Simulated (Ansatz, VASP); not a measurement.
One calculation of CO2, two programs

```
C O
1.0
     5.76979    0.00000    0.00000
     0.00000    5.76979    0.00000
     0.00000    0.00000    5.76979
C O
4 8
Direct
  0.00000 0.00000 0.00000
  0.50000 0.00000 0.50000
  0.50000 0.50000 0.00000
  0.00000 0.50000 0.50000
  0.11699 0.11699 0.11699
  0.38301 0.88301 0.61699
  0.61699 0.38301 0.88301
  0.88301 0.61699 0.38301
  0.88301 0.88301 0.88301
  0.61699 0.11699 0.38301
  0.38301 0.61699 0.11699
  0.11699 0.38301 0.61699
```

Alike in both runs: functional PBE; dispersion D3(BJ); k mesh 4 × 4 × 4; occupations gaussian, width 0.02 eV; no spin polarisation.

Ansatz relaxed the structure, and its values are those at the end. VASP's run is a single point on that final structure, the one shown.

|  | VASP | Ansatz |
| --- | --- | --- |
| version | VASP 6.6.1 | Ansatz 0.2.0 |
| potentials or method | VASP PAW PBE potentials, release 64 (C, O), cutoff 520 eV | scalar-relativistic, plane waves, PAW |
| valence electrons in the cell | 64 | 64 |

Ansatz gave:

```
gap on the k mesh at the Fermi level (eV) : 6.72
least direct gap on the mesh (eV)         : 6.72
pressure (GPa)                            : -0.1
rms of the force components (eV/Å)        : 0.002
```

**Question.** Estimate VASP's values.

**Answer.** gap on the k mesh at the Fermi level (eV): 6.70; least direct gap on the mesh (eV): 6.70; pressure (GPa): 1.2; rms of the force components (eV/Å): 0.299.

One of these differences is far larger than is usual between the two programs; its cause wasn't traced. Ansatz's warnings: stress scf threshold loose.

Noted on VASP's run: the standard files for N, O and F lose accuracy on very short bonds.
